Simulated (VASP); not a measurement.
# HC2 in VASP: single point with PBEsol

Aim: the single point of HC2 with PBEsol.

Program: VASP 6.6.1. These are calculated values, not measurements. Logs are shortened: lines on timing, memory, paths and dates and some standing lists are left out, and cuts for length are marked.

### Step 1. The cell of the first run

The cell holds a slab with vacuum, 24 atoms: a = 5.049 Å, b = 5.049 Å, c = 17.776 Å, α = 90.00°, β = 90.00°, γ = 60.00°.

### Step 2. Single point, PBEsol

INCAR

```
ALGO = Normal ; EDIFF = 1E-6
ENCUT = 520 ; GGA = PS
GGA_COMPAT = False ; ISIF = 2
ISMEAR = 0 ; LASPH = True
LCHARG = False ; LREAL = False
LWAVE = False ; NBANDS = 54
NELM = 120 ; NELMDL = -8
PREC = Accurate ; SIGMA = 0.05
```

KPOINTS

```
k-points
0
Gamma
  3 3 1
```

POSCAR

```
HC2
1.0
    5.0487420000      0.0000000000      0.0000000000
    2.5243710000      4.3723390000      0.0000000000
    0.0000000000      0.0000000000     17.7764260000
H C
8 16
Direct
    0.1666667848      0.1666666285      0.0562542774
    0.6666667848      0.1666666285      0.0562542774
    0.1666666285      0.6666667429      0.0562542774
    0.6666666285      0.6666667429      0.0562542774
    0.4898200203      0.0063707320      0.3248503383
    0.0116082107      0.4941540443      0.3337171375
    0.4898167200      0.5038113467      0.3248510696
    1.0654674888      0.4672274954      0.3832817125
    0.1666667848      0.1666666285      0.1181339826
    0.6666667848      0.1666666285      0.1181339826
    0.1666666285      0.6666667429      0.1181339826
    0.6666666285      0.6666667429      0.1181339826
   -0.1666666285      0.3333332571      0.1471209680
    0.3333333715      0.3333332571      0.1471209680
   -0.1666667848      0.8333333715      0.1471209680
    0.3333334133      0.8333333715      0.1471209680
   -0.1706829665      0.3340294520      0.2367992306
    0.3283360921      0.3358316910      0.2341768250
   -0.1706862574      0.8366547059      0.2367970930
    0.3270707637      0.8364646474      0.2348914231
   -0.0056873348      0.0028426433      0.2552491710
    0.4928693169      0.0036131691      0.2625896229
   -0.0067554798      0.5033779403      0.2560887661
    0.4928703925      0.5035165389      0.2625900729
```

Potentials or basis: VASP PAW PBE potentials, release 64 (H, C).

Run with:

```bash
$ cat potpaw_PBE.64/H/POTCAR potpaw_PBE.64/C/POTCAR > POTCAR
$ mpirun -np 1 vasp_std > vasp.out
```

OUTCAR:

```text
EDIFF = 1E-6
   ENCUT = 520
   GGA = PS
   ISIF = 2
   ISMEAR = 0
   LASPH = True
   LREAL = False
   NELM = 120
   NELMDL = -8
   PREC = Accurate

 ion  position               nearest neighbor table
   1  0.167  0.167  0.056-   9 1.10
   2  0.667  0.167  0.056-  10 1.10
   3  0.167  0.667  0.056-  11 1.10
   4  0.667  0.667  0.056-  12 1.10
   5  0.490  0.006  0.325-  22 1.11
   6  0.012  0.494  0.334-  23 1.38
   7  0.490  0.504  0.325-  24 1.11
   8  0.065  0.467  0.383-
   9  0.167  0.167  0.118-   1 1.10  14 1.55  16 1.55  13 1.55
  10  0.667  0.167  0.118-   2 1.10  13 1.55  15 1.55  14 1.55
  11  0.167  0.667  0.118-   3 1.10  15 1.55  16 1.55  14 1.55
  12  0.667  0.667  0.118-   4 1.10  16 1.55  15 1.55  13 1.55
  13  0.833  0.333  0.147-  10 1.55   9 1.55  12 1.55  17 1.59
  14  0.333  0.333  0.147-   9 1.55  10 1.55  11 1.55  18 1.55
  15  0.833  0.833  0.147-  12 1.55  10 1.55  11 1.55  19 1.59
  16  0.333  0.833  0.147-  12 1.55   9 1.55  11 1.55  20 1.56
  17  0.829  0.334  0.237-  21 1.48  23 1.50  24 1.54  13 1.59
  18  0.328  0.336  0.234-  23 1.52  22 1.54  24 1.54  14 1.55
  19  0.829  0.837  0.237-  21 1.48  23 1.50  22 1.54  15 1.59
  20  0.327  0.836  0.235-  21 1.50  22 1.54  24 1.54  16 1.56
  21  0.994  0.003  0.255-  17 1.48  19 1.48  20 1.50
  22  0.493  0.004  0.263-   5 1.11  20 1.54  18 1.54  19 1.54
  23  0.993  0.503  0.256-   6 1.38  17 1.50  19 1.50  18 1.52
  24  0.493  0.504  0.263-   7 1.11  20 1.54  18 1.54  17 1.54

  LATTYP: Found a hexagonal cell.
 ALAT       =     5.0487421480
 C/A-ratio  =     3.5209613561

  Lattice vectors:

 A1 = (  -2.5243710000,  -4.3723390000,   0.0000000000)
 A2 = (   5.0487420000,   0.0000000000,   0.0000000000)
 A3 = (   0.0000000000,   0.0000000000,  17.7764260000)

Analysis of symmetry for initial positions (statically):
=====================================================================
 Subroutine PRICEL returns:
 Original cell was already a primitive cell.

 Routine SETGRP: Setting up the symmetry group for a
 hexagonal supercell.

 Subroutine GETGRP returns: Found  1 space group operations
 (whereof  1 operations were pure point group operations)
 out of a pool of 24 trial point group operations.

The static configuration has the point symmetry C_1 .

Analysis of symmetry for dynamics (positions and initial velocities):
=====================================================================
 Subroutine PRICEL returns:
[... 138 lines left out ...]
   NFREE  =      0    steps in history (QN), initial steepest desc. (CG)
   ISIF   =      2    stress and relaxation
   ISYM   =      2    0-nonsym 1-usesym 2-fastsym
   POTIM  = 0.5000    time-step for ionic-motion
   TEBEG  =    0.0;   TEEND  =   0.0 temperature during run
   PSTRESS=    0.0 pullay stress
   NELECT =      72.0000    total number of electrons
   NUPDOWN=      -1.0000    fix difference up-down
   EMIN   =  10.00;   EMAX   =-10.00  energy-range for DOS
   EFERMI =   0.00;   METHOD = LEGACY
   ISMEAR =     0;   SIGMA  =   0.05  broadening in eV -4-tet -1-fermi 0-gaus
   EFERMI_NEDOS =   21; number of points for ismear=-14 and -15
   IALGO  =     38    algorithm
   IMIX   =      4    mixing-type and parameters
     AMIX     =   0.40;   BMIX     =  1.00
     AMIX_MAG =   1.60;   BMIX_MAG =  1.00
  volume/ion in A,a.u.               =      16.35       110.34
  Fermi-wavevector in a.u.,A,eV,Ry     =   0.930262  1.757940 11.774305  0.865387
  Thomas-Fermi vector in A             =   2.056632
   LORBIT       =      0    0 simple, 1 ext, 2 COOP (PROOUT), +10 PAW based schemes
   GGA     = PS    functional components
   LHFCALC =     F    Hartree Fock is set to
   AEXX    =    0.0000 exact exchange contribution
   IVDW    =     0    specifies the selected vdW correction
   LEPSILON=     F    determine dielectric tensor
   LRPA    =     F    only Hartree local field effects (RPA)
 non-spin polarized calculation
 Gauss-broadening in eV      SIGMA  =   0.05
  energy-cutoff  :      520.00
  volume of cell :      392.41
 maximum number of plane-waves:     10627
 NGX is ok and might be reduce to    40
   NGX = 19   NGY = 19   NGZ = 67

 number of electron      72.0000004 magnetization

 Free energy of the ion-electron system (eV)
  ---------------------------------------------------
  ext. energy  EPLUGINS =         0.00000000
  ---------------------------------------------------
  free energy    TOTEN  =      -177.80548732 eV

  energy without entropy =     -177.80548732  energy(sigma->0) =     -177.80548732

 E-fermi :   0.1124     XC(G=0):  -4.7773

 val. band max:       -0.0852845327   @ k =  -0.3333   0.3333   0.0000
 cond. band min:       0.3057047442   @ k =   0.0000   0.0000   0.0000
 fundamental gap:      0.3909892770
 Fermi energy:         0.1124168404

 k-point     1 :       0.0000    0.0000    0.0000
  band No.  band energies     occupation
      1     -21.0723      2.00000
      2     -18.2595      2.00000
      3     -15.8323      2.00000
      4     -15.8187      2.00000
      5     -15.7625      2.00000
      6     -14.7626      2.00000
[... 244 lines left out ...]
     47       6.4585      0.00000
     48       6.6349      0.00000
 [bands above 48 left out]

------------------------ aborting loop because EDIFF is reached ----------------------------------------

  FORCE on cell =-STRESS in cart. coord.  units (eV):
  Direction    XX          YY          ZZ          XY          YZ          ZX
  --------------------------------------------------------------------------------------
  -------------------------------------------------------------------------------------
  Total       -2.5053448     -1.9103593     -1.2089749      0.5153922     -0.0013927      0.0027779
  in kB      -10.2290815     -7.7998130     -4.9361280      2.1042965     -0.0056863      0.0113419
  external PRESSURE =      -7.6550075 kB  Pullay stress =       0.0000000 kB

 VOLUME and BASIS-vectors are now :
 -----------------------------------------------------------------------------
  energy-cutoff  :      520.00
  volume of cell :      392.41
      direct lattice vectors                 reciprocal lattice vectors
     5.048742000  0.000000000  0.000000000     0.198069143 -0.114355268  0.000000000
     2.524371000  4.372339000  0.000000000     0.000000000  0.228710537  0.000000000
     0.000000000  0.000000000 17.776426000     0.000000000  0.000000000  0.056254277

 POSITION                                       TOTAL-FORCE (eV/Angst)
 -----------------------------------------------------------------------------------
      1.26219      0.72872      1.00000        -0.021670      0.013933     -0.268325
      3.78656      0.72872      1.00000         0.026383     -0.015192     -0.245245
      2.52437      2.91489      1.00000        -0.022892      0.011795     -0.268342
      5.04874      2.91489      1.00000         0.034024     -0.019688     -0.280357
      2.48906      0.02785      5.77468        -0.000967      0.000698      0.036964
      1.30603      2.16061      5.93230        -0.000142      0.000750      0.015604
[... 16 lines left out ...]
      6.28535      2.20094      4.55234         0.005210     -0.003186      0.011764
      3.75944      2.20155      4.66791         0.004640     -0.001321      0.004129
 -----------------------------------------------------------------------------------
    total drift:                                0.000135     -0.000077      0.000438

  FREE ENERGIE OF THE ION-ELECTRON SYSTEM (eV)
  ---------------------------------------------------
  free  energy   TOTEN  =      -177.8054873176 eV

  energy  without entropy=     -177.8054873156  energy(sigma->0) =     -177.80548732
```

OSZICAR:

```text
N       E                     dE             d eps       ncg     rms          rms(c)
DAV:   1     0.503025348782E+03    0.50303E+03   -0.30727E+04   540   0.110E+03
DAV:   2    -0.119734913114E+03   -0.62276E+03   -0.59681E+03   770   0.268E+02
DAV:   3    -0.185530550046E+03   -0.65796E+02   -0.65274E+02   672   0.889E+01
[... 21 lines left out ...]
DAV:  25    -0.177805468208E+03   -0.24708E-04   -0.83787E-06   480   0.512E-03    0.146E-03
DAV:  26    -0.177805481739E+03   -0.13532E-04   -0.79370E-07   448   0.282E-03    0.120E-03
DAV:  27    -0.177805484709E+03   -0.29696E-05   -0.53450E-07   464   0.156E-03    0.792E-04
DAV:  28    -0.177805486561E+03   -0.18525E-05   -0.13013E-07   440   0.892E-04    0.173E-04
DAV:  29    -0.177805487318E+03   -0.75633E-06   -0.43135E-08   448   0.528E-04
   1 F= -.17780549E+03 E0= -.17780549E+03  d E =-.203209E-08
```

Run time: 3.5 min. Hardware: 1 thread of Intel Xeon Platinum 8488C (Sapphire Rapids), shared host; peak memory 0.52 GiB.

What came out:

```yaml
Free_energy: -177.8055 eV
Largest_force: 1.506 eV/Å
Band_gap_on_the_k_mesh: 0.39 eV (least direct gap 0.54 eV)
```

Forces in eV/Å, atoms in the order of the input:
```
H   -0.022  0.014 -0.268
H    0.026 -0.015 -0.245
H   -0.023  0.012 -0.268
H    0.034 -0.020 -0.280
H   -0.001  0.001  0.037
H    0.000  0.001  0.016
H   -0.001  0.000  0.037
H   -0.004  0.002 -0.004
C   -0.006 -0.012  1.503
C   -0.032  0.018  1.505
C    0.008  0.012  1.503
C   -0.049  0.029  1.446
C   -0.040  0.048 -1.393
C    0.071 -0.041 -1.132
C   -0.062  0.010 -1.393
C    0.099 -0.057 -1.137
C   -0.011  0.011  0.008
C    0.005 -0.003  0.005
C   -0.015  0.003  0.009
C    0.009 -0.005  0.001
C    0.001 -0.001  0.031
C    0.004 -0.003  0.004
C    0.005 -0.003  0.012
C    0.005 -0.001  0.004
```

Caveat: the k points lie up to 0.48 Å⁻¹ apart; the PAW data sets were made with another functional, which shifts forces and pressure a little.
